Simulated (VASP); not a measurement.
Input of a VASP 6.6.1 run:

The input INCAR:

```
ALGO     = Fast           # electronic algorithm
EDIFF    = 1E-7           # SCF threshold, eV
ENCUT    = 520            # plane-wave cutoff, eV
GGA      = PE             # functional
ISIF     = 2              # what is computed and relaxed
ISMEAR   = 0              # smearing method
LASPH    = T              # aspherical terms in the spheres
LCHARG   = F              # write CHGCAR
LREAL    = F              # projectors in reciprocal space
LWAVE    = F              # write WAVECAR
NBANDS   = 21             # bands
NELM     = 80             # most SCF steps
PREC     = Accurate       # precision mode
SIGMA    = 0.15           # smearing width, eV
```

File KPOINTS:

```
k-points
0
Gamma
  22 22 14
```

POSCAR

```
W
1.0
   -1.5917793224      1.5917793224      1.5917793224
    1.5917793224     -1.5917793224      1.5917793224
    3.1835586449      3.1835586449      0.0000000000
W
2
Direct
   -0.0824548970     -0.0824548970      0.0000000000
    0.5824548970      0.5824548970      0.5000000000
```

Potentials or basis: VASP PAW PBE potentials, release 64 (W_sv).

The run is started by

```console
$ cat potpaw_PBE.64/W_sv/POTCAR > POTCAR
$ mpirun -np 1 vasp_std > vasp.out
```

(1) Predict the pressure.

(2) What does it give for the band gap on the k mesh?

## Answers

(1) 13.9 GPa.

(2) zero (bands 14 and 15 overlap by 1.92 eV).

Caveat: the cell differs from its parent crystal (atoms displaced along a vibrational mode); the stress differs along the axes, from 10 to 16 GPa; spin-orbit coupling is left out, which moves the levels of the heavy elements; forces of over 1 eV/Å act on the atoms, so gaps and moduli don't describe the material at rest.
